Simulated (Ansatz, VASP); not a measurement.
## Sb in VASP and in Ansatz

```
Sb
1.0
     3.37716    0.00000    0.00000
    -1.68858    2.92471    0.00000
     0.00000    0.00000    5.55854
Sb
2
Direct
  0.33333 0.66667 0.25000
  0.66667 0.33333 0.75000
```

Alike in both runs: task relaxation of cell and atoms; functional PBE; k mesh 14 × 14 × 8; occupations fermi-dirac, width 0.05 eV; no spin polarisation.

|  | VASP | Ansatz |
| --- | --- | --- |
| version | VASP 6.6.1 | Ansatz 0.2.0 |
| potentials or method | VASP PAW PBE potentials, release 64 (Sb), cutoff 600 eV | all-electron LAPW, non-relativistic |

VASP gave:

```
relaxed volume (Å³/atom)                                     : 27.38
relaxed cell length with the largest relative difference (Å) : 5.554
```

Estimate Ansatz's values.

relaxed volume (Å³/atom): 27.53; relaxed cell length with the largest relative difference (Å): 5.584.

Ansatz ran all-electron here, and VASP with PAW potentials.

Spin-orbit coupling is off throughout.
